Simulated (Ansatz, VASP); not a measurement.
**One calculation of Ge, two programs**

INCAR

```
SYSTEM = Ge
PREC     = Accurate       ! precision mode
ENCUT    = 520            ! plane-wave cutoff, eV
EDIFF    = 1E-6           ! SCF threshold, eV
ISMEAR   = -1             ! smearing method
SIGMA    = 0.05           ! smearing width, eV
LREAL    = .False.        ! projectors in reciprocal space
LASPH    = .True.         ! aspherical terms in the spheres
NELM     = 60             ! most SCF steps
ALGO     = Normal         ! electronic algorithm
ISIF     = 2              ! what is computed and relaxed
LWAVE    = .False.        ! write WAVECAR
LCHARG   = .False.        ! write CHGCAR
GGA      = CA             ! functional
NBANDS   = 36             ! bands
```

File KPOINTS:

```
Automatic mesh
0
Gamma
  8 8 4
  0 0 0
```

Contents of POSCAR:

```
Ge
1.0
    4.0240606931      0.0000000000      0.0000000000
   -2.0120303466      3.4849387866      0.0000000000
    0.0000000000      0.0000000000      6.6430837134
Ge
4
Direct
    0.3333333333      0.6666666667      0.9370987500
    0.6666666667      0.3333333333      0.4370987500
    0.3333333333      0.6666666667      0.5629012500
    0.6666666667      0.3333333333      0.0629012500
```

input.yaml

```yaml
crystal:
  lattice:
    - [4.0240606931, 0.0, 0.0]
    - [-2.0120303466, 3.4849387866, 0.0]
    - [0.0, 0.0, 6.6430837134]
  atoms:
    - { symbol: Ge, position: [0.3333333333, 0.6666666667, 0.93709875] }
    - { symbol: Ge, position: [0.6666666667, 0.3333333333, 0.43709875] }
    - { symbol: Ge, position: [0.3333333333, 0.6666666667, 0.56290125] }
    - { symbol: Ge, position: [0.6666666667, 0.3333333333, 0.06290125] }
hamiltonian:
  xc: lda
  pseudopotentials: { kind: paw }
kpoints:
  mp_grid: { grid: [8, 8, 4] }
scf:
  occupations: { method: fermi_dirac, width: 0.05 }
output:
  forces: true
  stress: true
  eigenvalues: true
  write_density: true
  write_potential: true
  elf: true
  volumetric_format: npy
```

Alike in both runs: task single point; functional LDA; k mesh 8 × 8 × 4; occupations fermi-dirac, width 0.05 eV; no spin polarisation.

|  | VASP | Ansatz |
| --- | --- | --- |
| version | VASP 6.6.1 | Ansatz 0.2.0 |
| potentials or method | VASP PAW LDA potentials, release 64 (Ge_d) | Ansatz PAW |
| plane-wave cutoff (eV) | 520 | 420 |
| valence electrons in the cell | 56 | 56 |

```tsv
	VASP	Ansatz	Ansatz less VASP
gap on the k mesh at the Fermi level (eV)	0.11	0.10	-0.020
least direct gap on the mesh (eV)	0.19	0.18	-0.019
pressure (GPa)	-3.0	-3.1	-0.14
traceless stress, the component that is largest in VASP (GPa)	-0.20	-0.22	-0.015
rms of the force components (eV/Å)	0.005	0.007	+0.0019
```

LDA's correlation is that of Perdew and Zunger in VASP and of Perdew and Wang (1992) in Ansatz. Atom by atom the forces differ by 0.002 eV/Å (rms over components).
